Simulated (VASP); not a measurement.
# CdO (Fm-3m) in VASP: single point with HSE06

Aim: the single point of CdO with HSE06.

All numbers are computed with VASP 6.6.1; they aren't measurements. Logs are shortened: lines on timing, memory, paths and dates and some standing lists are left out, and cuts for length are marked.

## Step 1: The cell of the first run

Symmetry: Fm-3m, No. 225, cubic system. Conventional cell: a = 4.706 Å, b = 4.706 Å, c = 4.706 Å, α = 90.00°, β = 90.00°, γ = 90.00°. Cd (site symmetry m-3m) has 6 O at 2.35 Å within 3.1 Å. O (site symmetry m-3m) has 6 Cd at 2.35 Å within 3.1 Å.

## Step 2: Single point, HSE06

File POSCAR:

```
CdO
1.0
    0.0000000000      2.3530013662      2.3530013662
    2.3530013662      0.0000000000      2.3530013662
    2.3530013662      2.3530013662      0.0000000000
Cd O
1 1
Direct
    0.0000000000      0.0000000000      0.0000000000
    0.5000000000      0.5000000000      0.5000000000
```

File INCAR.step1:

```
SYSTEM = CdO
ALGO     = Normal         ! electronic algorithm
EDIFF    = 1E-5           ! SCF threshold, eV
ENCUT    = 520            ! plane-wave cutoff, eV
GGA      = PE             ! functional
GGA_COMPAT= .False.      
ISIF     = 2              ! what is computed and relaxed
ISMEAR   = -1             ! smearing method
LASPH    = .True.         ! aspherical terms in the spheres
LCHARG   = .False.        ! write CHGCAR
LREAL    = .False.        ! projectors in reciprocal space
LWAVE    = .True.         ! write WAVECAR
NBANDS   = 16             ! bands
NELM     = 120            ! most SCF steps
PREC     = Accurate       ! precision mode
SIGMA    = 0.02           ! smearing width, eV
```

File INCAR.step2:

```
SYSTEM = CdO
ALGO     = Normal         ! electronic algorithm
EDIFF    = 1E-6           ! SCF threshold, eV
ENCUT    = 520            ! plane-wave cutoff, eV
GGA      = PE             ! functional
GGA_COMPAT= .False.      
HFSCREEN = 0.2079         ! screening, 1/A
ISIF     = 2              ! what is computed and relaxed
ISMEAR   = -1             ! smearing method
ISTART   = 1            
LASPH    = .True.         ! aspherical terms in the spheres
LCHARG   = .False.        ! write CHGCAR
LHFCALC  = .True.         ! exact exchange
LREAL    = .False.        ! projectors in reciprocal space
LWAVE    = .False.        ! write WAVECAR
NBANDS   = 16             ! bands
NELM     = 120            ! most SCF steps
PREC     = Accurate       ! precision mode
PRECFOCK = Normal       
SIGMA    = 0.02           ! smearing width, eV
```

File KPOINTS:

```
k-points
0
Gamma
  6 6 6
  0 0 0
```

Potentials or basis: VASP PAW PBE potentials, release 64 (Cd, O).

Started as:

```
$ cat potpaw_PBE.64/Cd/POTCAR potpaw_PBE.64/O/POTCAR > POTCAR
$ cp INCAR.step1 INCAR
$ mpirun -np 1 vasp_std > vasp.out
$ cp INCAR.step2 INCAR
$ mpirun -np 1 vasp_std > vasp.out
```

OUTCAR:

```text
SYSTEM = CdO
   EDIFF = 1E-6
   ENCUT = 520
   GGA = PE
   HFSCREEN = 0.2079
   ISIF = 2
   ISMEAR = -1
   ISTART = 1
   LASPH = .True.
   LHFCALC = .True.
   LREAL = .False.
   NELM = 120
   PREC = Accurate
   PRECFOCK = Normal

 ion  position               nearest neighbor table
   1  0.000  0.000  0.000-   2 2.35   2 2.35   2 2.35   2 2.35   2 2.35   2 2.35
   2  0.500  0.500  0.500-   1 2.35   1 2.35   1 2.35   1 2.35   1 2.35   1 2.35

  LATTYP: Found a face centered cubic cell.
 ALAT       =     4.7060027324

  Lattice vectors:

 A1 = (   0.0000000000,   2.3530013662,   2.3530013662)
 A2 = (   2.3530013662,   0.0000000000,   2.3530013662)
 A3 = (   2.3530013662,   2.3530013662,   0.0000000000)

Analysis of symmetry for initial positions (statically):
=====================================================================
 Subroutine PRICEL returns:
 Original cell was already a primitive cell.

 Routine SETGRP: Setting up the symmetry group for a
 face centered cubic supercell.

 Subroutine GETGRP returns: Found 48 space group operations
 (whereof 48 operations were pure point group operations)
 out of a pool of 48 trial point group operations.

The static configuration has the point symmetry O_h .

Analysis of symmetry for dynamics (positions and initial velocities):
=====================================================================
 Subroutine PRICEL returns:
 Original cell was already a primitive cell.

 Routine SETGRP: Setting up the symmetry group for a
 face centered cubic supercell.

 Subroutine GETGRP returns: Found 48 space group operations
 (whereof 48 operations were pure point group operations)
 out of a pool of 48 trial point group operations.

The dynamic configuration has the point symmetry O_h .

 Subroutine INISYM returns: Found 48 space group operations
 (whereof 48 operations are pure point group operations),
 and found     1 'primitive' translations

----------------------------------------------------------------------------------------

                                     Primitive cell

  volume of cell :      26.0553

  direct lattice vectors                    reciprocal lattice vectors
     0.000000000  2.353001366  2.353001366    -0.212494564  0.212494564  0.212494564
     2.353001366  0.000000000  2.353001366     0.212494564 -0.212494564  0.212494564
     2.353001366  2.353001366  0.000000000     0.212494564  0.212494564 -0.212494564

  length of vectors
     3.327646444  3.327646444  3.327646444     0.368051382  0.368051382  0.368051382

  position of ions in fractional coordinates (direct lattice)
     0.000000000  0.000000000  0.000000000
     0.500000000  0.500000000  0.500000000

  ion indices of the primitive-cell ions
   primitive index   ion index
                 1           1
                 2           2

----------------------------------------------------------------------------------------

 KPOINTS: k-points

Automatic generation of k-mesh.
 Grid dimensions read from file:
 generate k-points for:    6    6    6

 Generating k-lattice:

  Cartesian coordinates                     Fractional coordinates (reciprocal lattice)
    -0.035415761  0.035415761  0.035415761     0.166666667  0.000000000  0.000000000
     0.035415761 -0.035415761  0.035415761     0.000000000  0.166666667  0.000000000
     0.035415761  0.035415761 -0.035415761     0.000000000  0.000000000  0.166666667

  Length of vectors
     0.061341897  0.061341897  0.061341897

  Shift w.r.t. Gamma in fractional coordinates (k-lattice)
     0.000000000  0.000000000  0.000000000

 Subroutine IBZKPT returns following result:
 ===========================================

 Found     16 irreducible k-points:

 Following reciprocal coordinates:
            Coordinates               Weight
  0.000000  0.000000  0.000000      1.000000
  0.166667  0.000000  0.000000      8.000000
  0.333333  0.000000  0.000000      8.000000
  0.500000  0.000000  0.000000      4.000000
  0.166667  0.166667  0.000000      6.000000
  0.333333  0.166667  0.000000     24.000000
[... 8 lines left out ...]
 -0.333333  0.333333  0.166667     24.000000
 -0.333333  0.500000  0.166667     12.000000
   k-points           NKPTS =     16   k-points in BZ     NKDIM =    216   number of bands    NBANDS=     16
   number of dos      NEDOS =    301   number of ions     NIONS =      2
   total plane-waves  NPLWV =  21952
   dimension x,y,z NGX =    28 NGY =   28 NGZ =   28
   dimension x,y,z NGXF=    56 NGYF=   56 NGZF=   56
   ions per type =               1   1
   NGX,Y,Z   is equivalent  to a cutoff of  13.99, 13.99, 13.99 a.u.
   NGXF,Y,Z  is equivalent  to a cutoff of  27.98, 27.98, 27.98 a.u.
 SYSTEM =  CdO
   PREC   = accura    normal or accurate (medium, high low for compatibility)
   ISTART =      1    job   : 0-new  1-cont  2-samecut
   ICHARG =      0    charge: 1-file 2-atom 10-const
   ISPIN  =      1    spin polarized calculation?
   LNONCOLLINEAR =      F non collinear calculations
   LSORBIT =      F    spin-orbit coupling
   LASPH  =      T    aspherical Exc in radial PAW
   ENCUT  =  520.0 eV  38.22 Ry    6.18 a.u.   6.19  6.19  6.19*2*pi/ulx,y,z
   NELM   =    120;   NELMIN=  2; NELMDL=  0     # of ELM steps
   EDIFF  = 0.1E-05   stopping-criterion for ELM
   LREAL  =      F    real-space projection
   EDIFFG = 0.1E-04   stopping-criterion for IOM
   NSW    =      0    number of steps for IOM
   IBRION =     -1    ionic relax: 0-MD 1-quasi-New 2-CG
   NFREE  =      0    steps in history (QN), initial steepest desc. (CG)
   ISIF   =      2    stress and relaxation
   ISYM   =      3    0-nonsym 1-usesym 2-fastsym
   POTIM  = 0.5000    time-step for ionic-motion
   TEBEG  =    0.0;   TEEND  =   0.0 temperature during run
   PSTRESS=    0.0 pullay stress
   NELECT =      18.0000    total number of electrons
   NUPDOWN=      -1.0000    fix difference up-down
   EMIN   =  10.00;   EMAX   =-10.00  energy-range for DOS
   EFERMI =   0.00;   METHOD = LEGACY
   ISMEAR =    -1;   SIGMA  =   0.02  broadening in eV -4-tet -1-fermi 0-gaus
   EFERMI_NEDOS =   21; number of points for ismear=-14 and -15
   IALGO  =     38    algorithm
   IMIX   =      1    mixing-type and parameters
     AMIX     =   0.40;   BMIX     =  1.00
     AMIX_MAG =   1.60;   BMIX_MAG =  1.00
  volume/ion in A,a.u.               =      13.03        87.92
  Fermi-wavevector in a.u.,A,eV,Ry     =   1.447216  2.734843 28.496524  2.094435
  Thomas-Fermi vector in A             =   2.565197
   LORBIT       =      0    0 simple, 1 ext, 2 COOP (PROOUT), +10 PAW based schemes
   GGA     = PE    functional components
   LHFCALC =     T    Hartree Fock is set to
   PRECFOCK=normal    Normal, Fast or Accurate (Low or Medium for compatibility)
   ENCUT4O =  -1.0   cutoff for four orbital integrals eV
   NKREDX  =     1    reduce k-point grid by
   NKREDY  =     1    reduce k-point grid by
   NKREDZ  =     1    reduce k-point grid by
   AEXX    =    0.2500 exact exchange contribution
   HFSCREEN=    0.2079 screening length (either q_TF or 0.3 A-1)
   HFSCREENC=   0.2079 screening length for correlation (either q_TF or 0.3 A-1)
   ENCUTFOCK=  -1.0 apply spherical cutoff to Coloumb kernel
   IVDW    =     0    specifies the selected vdW correction
   LEPSILON=     F    determine dielectric tensor
   LRPA    =     F    only Hartree local field effects (RPA)
 non-spin polarized calculation
  energy-cutoff  :      520.00
  volume of cell :       26.06
 maximum number of plane-waves:       725
 NGX is ok and might be reduce to    28
  NGX = 20; NGY = 20; NGZ = 20

 number of electron      18.0000002 magnetization

 Free energy of the ion-electron system (eV)
  ---------------------------------------------------
  ext. energy  EPLUGINS =         0.00000000
  ---------------------------------------------------
  free energy    TOTEN  =        -9.99633962 eV

  energy without entropy =       -9.99633962  energy(sigma->0) =       -9.99633962

 E-fermi :   1.3901     XC(G=0):  -9.5379

 val. band max:        0.9629177951   @ k =   0.5000   0.0000   0.0000
 cond. band min:       1.8348019870   @ k =   0.0000   0.0000   0.0000
 fundamental gap:      0.8718841919
 Fermi energy:         1.3901327803

 k-point     1 :       0.0000    0.0000    0.0000
  band No.  band energies     occupation
      1     -17.9624      2.00000
      2      -6.5376      2.00000
      3      -6.5376      2.00000
      4      -6.5376      2.00000
      5      -6.2826      2.00000
      6      -6.2826      2.00000
[... 8 lines left out ...]
     15      21.3745      0.00000
     16      21.3745      0.00000

 k-point     2 :       0.1667    0.0000    0.0000
  band No.  band energies     occupation
      1     -17.7727      2.00000
      2      -6.6523      2.00000
      3      -6.5922      2.00000
      4      -6.5922      2.00000
      5      -6.3473      2.00000
      6      -6.3473      2.00000
[... 8 lines left out ...]
     15      21.6941      0.00000
     16      21.6941      0.00000

 k-point     3 :       0.3333    0.0000    0.0000
  band No.  band energies     occupation
      1     -17.3645      2.00000
      2      -7.0814      2.00000
      3      -6.9875      2.00000
      4      -6.9875      2.00000
      5      -6.1216      2.00000
      6      -6.1216      2.00000
[... 8 lines left out ...]
     15      23.2985      0.00000
     16      23.2985      0.00000

 k-point     4 :       0.5000    0.0000    0.0000
  band No.  band energies     occupation
      1     -17.1428      2.00000
      2      -7.4017      2.00000
      3      -7.1733      2.00000
      4      -7.1733      2.00000
      5      -5.9936      2.00000
      6      -5.9936      2.00000
[... 8 lines left out ...]
     15      24.1164      0.00000
     16      25.0665      0.00000

 k-point     5 :       0.1667    0.1667    0.0000
  band No.  band energies     occupation
      1     -17.7305      2.00000
      2      -6.7452      2.00000
      3      -6.6516      2.00000
      4      -6.4278      2.00000
      5      -6.4278      2.00000
      6      -6.2174      2.00000
[... 8 lines left out ...]
     15      23.2447      0.00000
     16      25.2752      0.00000

 k-point     6 :       0.3333    0.1667    0.0000
  band No.  band energies     occupation
      1     -17.4433      2.00000
      2      -6.9897      2.00000
      3      -6.8028      2.00000
      4      -6.5902      2.00000
      5      -6.2668      2.00000
      6      -6.0567      2.00000
[... 8 lines left out ...]
     15      24.0501      0.00000
     16      25.6946      0.00000
[... 115 lines left out ...]
 k-point    13 :       0.5000    0.5000    0.0000
  band No.  band energies     occupation
      1     -17.2995      2.00000
      2      -6.9855      2.00000
      3      -6.0180      2.00000
      4      -5.8475      2.00000
      5      -5.8475      2.00000
      6      -5.5587      2.00000
[... 8 lines left out ...]
     15      26.1984      0.00000
     16      28.7629      0.00000

 k-point    14 :       0.5000    0.3333    0.1667
  band No.  band energies     occupation
      1     -17.2683      2.00000
      2      -6.8585      2.00000
      3      -6.7885      2.00000
      4      -6.7594      2.00000
      5      -6.0779      2.00000
      6      -5.9135      2.00000
[... 8 lines left out ...]
     15      24.0138      0.00000
     16      26.7670      0.00000

 k-point    15 :      -0.3333    0.3333    0.1667
  band No.  band energies     occupation
      1     -17.1805      2.00000
      2      -6.9503      2.00000
      3      -6.7092      2.00000
      4      -6.6948      2.00000
      5      -5.9442      2.00000
      6      -5.9068      2.00000
[... 8 lines left out ...]
     15      22.0528      0.00000
     16      27.8363      0.00000

 k-point    16 :      -0.3333    0.5000    0.1667
  band No.  band energies     occupation
      1     -17.2202      2.00000
      2      -6.8401      2.00000
      3      -6.5761      2.00000
      4      -6.3404      2.00000
      5      -5.8473      2.00000
      6      -5.6618      2.00000
[... 8 lines left out ...]
     15      24.1324      0.00000
     16      27.6567      0.00000

------------------------ aborting loop because EDIFF is reached ----------------------------------------

  FORCE on cell =-STRESS in cart. coord.  units (eV):
  Direction    XX          YY          ZZ          XY          YZ          ZX
  --------------------------------------------------------------------------------------
  -------------------------------------------------------------------------------------
  Total        0.2537759      0.2537759      0.2537759      0.0000000      0.0000000      0.0000000
  in kB       15.6050242     15.6050242     15.6050242      0.0000000      0.0000000      0.0000000
  external PRESSURE =      15.6050242 kB  Pullay stress =       0.0000000 kB

 VOLUME and BASIS-vectors are now :
 -----------------------------------------------------------------------------
  energy-cutoff  :      520.00
  volume of cell :       26.06
      direct lattice vectors                 reciprocal lattice vectors
     0.000000000  2.353001366  2.353001366    -0.212494564  0.212494564  0.212494564
     2.353001366  0.000000000  2.353001366     0.212494564 -0.212494564  0.212494564
     2.353001366  2.353001366  0.000000000     0.212494564  0.212494564 -0.212494564

 POSITION                                       TOTAL-FORCE (eV/Angst)
 -----------------------------------------------------------------------------------
      0.00000      0.00000      0.00000         0.000000      0.000000      0.000000
      2.35300      2.35300      2.35300         0.000000      0.000000      0.000000
 -----------------------------------------------------------------------------------
    total drift:                                0.000002      0.000003      0.000003

  FREE ENERGIE OF THE ION-ELECTRON SYSTEM (eV)
  ---------------------------------------------------
  free  energy   TOTEN  =        -9.9963396183 eV

  energy  without entropy=       -9.9963396183  energy(sigma->0) =       -9.99633962
```

Run time: 31 min. Hardware: 1 thread of AMD EPYC 7R43 (Zen 3), shared host; peak memory 0.23 GiB.

Results:

| Quantity | Value |
| --- | --- |
| Free energy | -9.9963 eV |
| Pressure | 1.6 GPa |
| Band gap on the k mesh | 0.87 eV (least direct gap 2.21 eV) |

Levels at points of the mesh, in eV from the valence-band top:
```csv
k point,band 7,band 8,band 9,band 10,band 11,band 12
"(0.00, 0.00, 0.00)",-1.33,-1.33,-1.33,0.87,16.55,18.74
"(0.50, 0.00, 0.00)",-4.11,0.00,0.00,5.88,9.31,13.74
"(0.50, 0.50, 0.00)",-4.56,-2.41,-2.41,5.59,10.43,12.67
```

Caveat: the PAW data sets were made with another functional, which shifts forces and pressure a little. A k mesh can miss the band edges.
